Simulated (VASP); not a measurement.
# Te (P3_121) in VASP: notebook, part 3 of 3

VASP 6.6.1. Earlier steps stand in the parts before.

**4. Single point, PBEsol**

This run uses another cell than the first one, of 32.57 Å³/atom.

INCAR

```
PREC = Accurate ; ENCUT = 520
EDIFF = 1E-6 ; ISMEAR = -1
SIGMA = 0.05 ; LREAL = F
LASPH = T ; NELM = 100
ALGO = Normal ; ISIF = 2
LWAVE = F ; LCHARG = F
GGA = PS ; NBANDS = 16
```

KPOINTS

```
Automatic mesh
0
Gamma
  7 7 5
```

POSCAR

```
Te
1.0
    4.3938034316      0.0000000000      0.0000000000
   -2.1969017158      3.8051453911      0.0000000000
    0.0000000000      0.0000000000      5.8439361313
Te
3
Direct
    0.7310000000      0.7310000000      0.0000000000
    0.0000000000      0.2690000000      0.6666666667
    0.2690000000      0.0000000000      0.3333333333
```

Potentials or basis: VASP PAW PBE potentials, release 64 (Te).

Launch:

```sh
cat potpaw_PBE.64/Te/POTCAR > POTCAR
mpirun -np 1 vasp_std > vasp.out
```

OUTCAR:

```text
PREC = Accurate
   ENCUT = 520
   EDIFF = 1E-6
   ISMEAR = -1
   LREAL = F
   LASPH = T
   NELM = 100
   ISIF = 2
   GGA = PS

 ion  position               nearest neighbor table
   1  0.731  0.731  0.000-   3 2.83   2 2.83   3 3.42   2 3.42   2 3.42   3 3.42
   2  0.000  0.269  0.667-   1 2.83   3 2.83   1 3.42   1 3.42   3 3.42   3 3.42
   3  0.269  0.000  0.333-   1 2.83   2 2.83   1 3.42   1 3.42   2 3.42   2 3.42

  LATTYP: Found a hexagonal cell.
 ALAT       =     4.3938034316
 C/A-ratio  =     1.3300404131

  Lattice vectors:

 A1 = (   4.3938034316,   0.0000000000,   0.0000000000)
 A2 = (  -2.1969017158,   3.8051453911,   0.0000000000)
 A3 = (   0.0000000000,   0.0000000000,   5.8439361313)

Analysis of symmetry for initial positions (statically):
=====================================================================
 Subroutine PRICEL returns:
 Original cell was already a primitive cell.

 Routine SETGRP: Setting up the symmetry group for a
 hexagonal supercell.

 Subroutine GETGRP returns: Found  6 space group operations
 (whereof  2 operations were pure point group operations)
 out of a pool of 24 trial point group operations.

The static configuration has the point symmetry C_2 .
 The point group associated with its full space group is D_3 .

Analysis of symmetry for dynamics (positions and initial velocities):
=====================================================================
 Subroutine PRICEL returns:
 Original cell was already a primitive cell.

 Routine SETGRP: Setting up the symmetry group for a
 hexagonal supercell.

 Subroutine GETGRP returns: Found  6 space group operations
 (whereof  2 operations were pure point group operations)
 out of a pool of 24 trial point group operations.

The dynamic configuration has the point symmetry C_2 .
 The point group associated with its full space group is D_3 .

 Subroutine INISYM returns: Found  6 space group operations
 (whereof  2 operations are pure point group operations),
 and found     1 'primitive' translations

----------------------------------------------------------------------------------------

                                     Primitive cell

  volume of cell :      97.7051

  direct lattice vectors                    reciprocal lattice vectors
     4.393803432  0.000000000  0.000000000     0.227593249  0.131401024  0.000000000
    -2.196901716  3.805145391  0.000000000     0.000000000  0.262802048  0.000000000
     0.000000000  0.000000000  5.843936131     0.000000000  0.000000000  0.171117544

  length of vectors
     4.393803432  4.393803432  5.843936131     0.262802048  0.262802048  0.171117544

  position of ions in fractional coordinates (direct lattice)
     0.731000000  0.731000000  0.000000000
     0.000000000  0.269000000  0.666666667
     0.269000000  0.000000000  0.333333333

  ion indices of the primitive-cell ions
   primitive index   ion index
                 1           1
                 2           2
                 3           3

----------------------------------------------------------------------------------------

 KPOINTS: Automatic mesh

Automatic generation of k-mesh.
 Grid dimensions read from file:
 generate k-points for:    7    7    5

 Generating k-lattice:

  Cartesian coordinates                     Fractional coordinates (reciprocal lattice)
     0.032513321  0.018771575  0.000000000     0.142857143  0.000000000  0.000000000
     0.000000000  0.037543150  0.000000000     0.000000000  0.142857143  0.000000000
     0.000000000  0.000000000  0.034223509     0.000000000  0.000000000  0.200000000

  Length of vectors
     0.037543150  0.037543150  0.034223509

  Shift w.r.t. Gamma in fractional coordinates (k-lattice)
     0.000000000  0.000000000  0.000000000

 Subroutine IBZKPT returns following result:
 ===========================================

 Found     32 irreducible k-points:

 Following reciprocal coordinates:
            Coordinates               Weight
  0.000000  0.000000  0.000000      1.000000
  0.142857  0.000000  0.000000      6.000000
  0.285714  0.000000  0.000000      6.000000
  0.428571  0.000000  0.000000      6.000000
  0.142857  0.142857  0.000000      6.000000
  0.285714  0.142857  0.000000     12.000000
[... 16 lines left out ...]
  0.000000  0.142857  0.400000      6.000000
  0.285714  0.000000  0.400000      6.000000
 [... further k-points ...]
   k-points           NKPTS =     32   k-points in BZ     NKDIM =     32   number of bands    NBANDS=     16
   number of dos      NEDOS =    301   number of ions     NIONS =      3
   total plane-waves  NPLWV =  62208
   dimension x,y,z NGX =    36 NGY =   36 NGZ =   48
   dimension x,y,z NGXF=    72 NGYF=   72 NGZF=   96
   ions per type =               3
   NGX,Y,Z   is equivalent  to a cutoff of  13.62, 13.62, 13.65 a.u.
   NGXF,Y,Z  is equivalent  to a cutoff of  27.24, 27.24, 27.31 a.u.
 SYSTEM =  unknown system
   PREC   = accura    normal or accurate (medium, high low for compatibility)
   ISTART =      0    job   : 0-new  1-cont  2-samecut
   ICHARG =      2    charge: 1-file 2-atom 10-const
   ISPIN  =      1    spin polarized calculation?
   LNONCOLLINEAR =      F non collinear calculations
   LSORBIT =      F    spin-orbit coupling
   LASPH  =      T    aspherical Exc in radial PAW
   ENCUT  =  520.0 eV  38.22 Ry    6.18 a.u.   8.17  8.17 10.87*2*pi/ulx,y,z
   NELM   =    100;   NELMIN=  2; NELMDL= -5     # of ELM steps
   EDIFF  = 0.1E-05   stopping-criterion for ELM
   LREAL  =      F    real-space projection
   EDIFFG = 0.1E-04   stopping-criterion for IOM
   NSW    =      0    number of steps for IOM
   IBRION =     -1    ionic relax: 0-MD 1-quasi-New 2-CG
   NFREE  =      0    steps in history (QN), initial steepest desc. (CG)
   ISIF   =      2    stress and relaxation
   ISYM   =      2    0-nonsym 1-usesym 2-fastsym
   POTIM  = 0.5000    time-step for ionic-motion
   TEBEG  =    0.0;   TEEND  =   0.0 temperature during run
   PSTRESS=    0.0 pullay stress
   NELECT =      18.0000    total number of electrons
   NUPDOWN=      -1.0000    fix difference up-down
   EMIN   =  10.00;   EMAX   =-10.00  energy-range for DOS
   EFERMI =   0.00;   METHOD = LEGACY
   ISMEAR =    -1;   SIGMA  =   0.05  broadening in eV -4-tet -1-fermi 0-gaus
   EFERMI_NEDOS =   21; number of points for ismear=-14 and -15
   IALGO  =     38    algorithm
   IMIX   =      4    mixing-type and parameters
     AMIX     =   0.40;   BMIX     =  1.00
     AMIX_MAG =   1.60;   BMIX_MAG =  1.00
  volume/ion in A,a.u.               =      32.57       219.78
  Fermi-wavevector in a.u.,A,eV,Ry     =   0.931522  1.760322 11.806233  0.867734
  Thomas-Fermi vector in A             =   2.058024
   LORBIT       =      0    0 simple, 1 ext, 2 COOP (PROOUT), +10 PAW based schemes
   GGA     = PS    functional components
   LHFCALC =     F    Hartree Fock is set to
   AEXX    =    0.0000 exact exchange contribution
   IVDW    =     0    specifies the selected vdW correction
   LEPSILON=     F    determine dielectric tensor
   LRPA    =     F    only Hartree local field effects (RPA)
 non-spin polarized calculation
  energy-cutoff  :      520.00
  volume of cell :       97.71
 maximum number of plane-waves:      2655
 NGX is ok and might be reduce to    36
   NGX = 17   NGY = 17   NGZ = 21

 number of electron      18.0000000 magnetization

 Free energy of the ion-electron system (eV)
  ---------------------------------------------------
  ext. energy  EPLUGINS =         0.00000000
  ---------------------------------------------------
  free energy    TOTEN  =       -10.54213360 eV

  energy without entropy =      -10.54200871  energy(sigma->0) =      -10.54207115

 E-fermi :   6.5193     XC(G=0):  -9.4027

 val. band max:        6.1969266401   @ k =   0.2857   0.2857   0.4000
 cond. band min:       6.7705277201   @ k =   0.0000   0.0000   0.4000
 fundamental gap:      0.5736010800
 Fermi energy:         6.5192619133

 k-point     1 :       0.0000    0.0000    0.0000
  band No.  band energies     occupation
      1      -7.6107      2.00000
      2      -4.1034      2.00000
      3      -4.1034      2.00000
      4       3.1246      2.00000
      5       3.5293      2.00000
      6       3.5293      2.00000
[... 433 lines left out ...]
      3      -3.0065      2.00000
      4       1.5638      2.00000
      5       2.6931      2.00000
      6       2.9162      2.00000
[... 8 lines left out ...]
     15      12.2137      0.00000
     16      12.8868      0.00000

 [... further k-points ...]

------------------------ aborting loop because EDIFF is reached ----------------------------------------

  FORCE on cell =-STRESS in cart. coord.  units (eV):
  Direction    XX          YY          ZZ          XY          YZ          ZX
  --------------------------------------------------------------------------------------
  -------------------------------------------------------------------------------------
  Total        0.5205148      0.5205148      1.3046551     -0.0000000     -0.0000000      0.0000000
  in kB        8.5354488      8.5354488     21.3938510     -0.0000000     -0.0000000      0.0000000
  external PRESSURE =      12.8215829 kB  Pullay stress =       0.0000000 kB

 VOLUME and BASIS-vectors are now :
 -----------------------------------------------------------------------------
  energy-cutoff  :      520.00
  volume of cell :       97.71
      direct lattice vectors                 reciprocal lattice vectors
     4.393803432  0.000000000  0.000000000     0.227593249  0.131401024  0.000000000
    -2.196901716  3.805145391  0.000000000     0.000000000  0.262802048  0.000000000
     0.000000000  0.000000000  5.843936131     0.000000000  0.000000000  0.171117544

 POSITION                                       TOTAL-FORCE (eV/Angst)
 -----------------------------------------------------------------------------------
      1.60594      2.78156      0.00000        -0.177282     -0.307062      0.000000
     -0.59097      1.02358      3.89596        -0.177282      0.307062     -0.000000
      1.18193      0.00000      1.94798         0.354565      0.000000      0.000000
 -----------------------------------------------------------------------------------
    total drift:                                0.000000     -0.000000      0.000000

  FREE ENERGIE OF THE ION-ELECTRON SYSTEM (eV)
  ---------------------------------------------------
  free  energy   TOTEN  =       -10.5421335980 eV

  energy  without entropy=      -10.5420087114  energy(sigma->0) =      -10.54207115
```

Wall time 77 s (1 thread of Intel Xeon 8259CL, shared host); peak memory 0.24 GiB.

What came out:

```yaml
Free_energy: -10.5421 eV
Pressure: 1.3 GPa
Largest_force: 0.355 eV/Å
Band_gap_on_the_k_mesh: 0.57 eV (least direct gap 0.79 eV)
```

Forces on the atoms (eV/Å):
```
Te  -0.177 -0.307  0.000
Te  -0.177  0.307  0.000
Te   0.355  0.000  0.000
```

Caveat: semilocal functionals underestimate gaps, and a narrow one can read as zero; the PAW data sets were made with another functional, which shifts forces and pressure a little; spin-orbit coupling is left out, which moves the levels of the heavy elements.

**5. Single point, RPBE+D4**

This run uses another cell than the first one, of 32.57 Å³/atom.

INCAR

```
SYSTEM = Te
PREC = Accurate
ENCUT = 520
EDIFF = 1E-6
ISMEAR = -1
SIGMA = 0.05
LREAL = .FALSE.
LASPH = .TRUE.
NELM = 80
ALGO = Normal
ISIF = 2
LWAVE = .FALSE.
LCHARG = .TRUE.
GGA = RP
IVDW = 13
LELF = .TRUE.
LVHAR = .TRUE.
NBANDS = 16
```

KPOINTS

```
Automatic mesh
0
G
  7 7 5
  0 0 0
```

POSCAR is that of step 4.

Launch:

```sh
cat potpaw_PBE.64/Te/POTCAR > POTCAR
mpirun -np 1 vasp_std > vasp.out
```

It took 91 s on 1 thread of Intel Xeon 8259CL, shared host; peak memory 0.24 GiB.

It converged, with:

```yaml
Free_energy: -10.9498 eV
Pressure: 0.1 GPa
Largest_force: 0.434 eV/Å
Band_gap_on_the_k_mesh: 0.65 eV (least direct gap 0.83 eV)
Dispersion_energy_per_atom: -0.905 eV
```

Forces in eV/Å, atoms in the order of the input:
```
Te  -0.217 -0.376  0.000
Te  -0.217  0.376  0.000
Te   0.434  0.000  0.000
```

Stress tensor (GPa, compression positive):
```
-0.43  0.00  0.00
 0.00 -0.43  0.00
 0.00  0.00  1.30
```

Levels at points of the mesh, in eV from the valence-band top:
```tsv
k point	band 5	band 6	band 7	band 8	band 9	band 10	band 11	band 12	band 13	band 14
(0.00, 0.00, 0.00)	-2.65	-2.65	-1.62	-1.62	-0.77	1.21	1.21	1.81	5.08	5.08
```

Caveat: semilocal functionals underestimate gaps, and a narrow one can read as zero; the PAW data sets were made with another functional, which shifts forces and pressure a little; spin-orbit coupling is left out, which moves the levels of the heavy elements. A k mesh can miss the band edges.

**6. Single point, RPBE+D4**

This run uses another cell than the first one, of 33.25 Å³/atom.

INCAR

```
SYSTEM = Te
  PREC = Accurate
  ENCUT = 520
  EDIFF = 1E-6
  ISMEAR = -1
  SIGMA = 0.05
  LREAL = .False.
  LASPH = .True.
  NELM = 80
  ALGO = Normal
  ISIF = 2
  LWAVE = .False.
  LCHARG = .True.
  GGA = RP
  IVDW = 13
  LELF = .True.
  LVHAR = .True.
  NBANDS = 16
```

KPOINTS

```
regular mesh
0
Gamma
  7 7 5
  0 0 0
```

POSCAR

```
Te
1.0
    4.4241064818      0.0000000000      0.0000000000
   -2.2120532409      3.8313886024      0.0000000000
    0.0000000000      0.0000000000      5.8842404128
Te
3
Direct
    0.7310000000      0.7310000000      0.0000000000
    0.0000000000      0.2690000000      0.6666666667
    0.2690000000      0.0000000000      0.3333333333
```

Potentials or basis: VASP PAW PBE potentials, release 64 (Te).

Launch:

```sh
cat potpaw_PBE.64/Te/POTCAR > POTCAR
mpirun -np 1 vasp_std > vasp.out
```

It took 79 s on 1 thread of Intel Xeon 8259CL, shared host; peak memory 0.25 GiB.

Results (log left out):

| Item | Value |
| --- | --- |
| Free energy | -10.9448 eV |
| Pressure | -0.9 GPa |
| Largest force | 0.314 eV/Å |
| Band gap on the k mesh | 0.66 eV (least direct gap 0.82 eV) |
| Dispersion energy per atom | -0.884 eV |

Forces in eV/Å, atoms in the order of the input:
```
Te  -0.157 -0.272  0.000
Te  -0.157  0.272  0.000
Te   0.314  0.000  0.000
```

Stress tensor (GPa, compression positive):
```
-1.32  0.00  0.00
 0.00 -1.32  0.00
 0.00  0.00 -0.12
```

Levels at points of the mesh, in eV from the valence-band top:
| k point | band 7 | band 8 | band 9 | band 10 | band 11 | band 12 |
| --- | --- | --- | --- | --- | --- | --- |
| (0.00, 0.00, 0.00) | -1.57 | -1.57 | -0.73 | 1.20 | 1.20 | 1.80 |

Caveat: semilocal functionals underestimate gaps, and a narrow one can read as zero; the PAW data sets were made with another functional, which shifts forces and pressure a little; spin-orbit coupling is left out, which moves the levels of the heavy elements. RPBE gaps usually lie below the measured ones, often by a third to a half.

**7. The runs side by side**

```csv
level,cell,gap on the mesh (eV),pressure (GPa),largest force (eV/Å)
PBEsol,"a = 4.363, b = 4.363, c = 5.803 Å, angles 90.0, 90.0, 120.0°, 3 atoms",0.56,2.6,0.48
RPBE+D4,"a = 4.363, b = 4.363, c = 5.803 Å, angles 90.0, 90.0, 120.0°, 3 atoms",0.63,1.3,0.56
PBEsol,"a = 4.394, b = 4.394, c = 5.844 Å, angles 90.0, 90.0, 120.0°, 3 atoms",0.57,1.3,0.35
RPBE+D4,"a = 4.394, b = 4.394, c = 5.844 Å, angles 90.0, 90.0, 120.0°, 3 atoms",0.65,0.1,0.43
RPBE+D4,"a = 4.424, b = 4.424, c = 5.884 Å, angles 90.0, 90.0, 120.0°, 3 atoms",0.66,-0.9,0.31
```

Alike in all rows: task single point; potentials or basis VASP PAW PBE potentials, release 64 (Te); no spin polarisation; k mesh 7 × 7 × 5; cutoff (eV) 520; smearing fermi-dirac 0.05 eV.

Caveats: semilocal functionals underestimate gaps, and a narrow one can read as zero; the PAW data sets were made with another functional, which shifts forces and pressure a little; spin-orbit coupling is left out, which moves the levels of the heavy elements.

Total energies depend on the potentials used, so only differences within one code and one set of settings carry meaning.
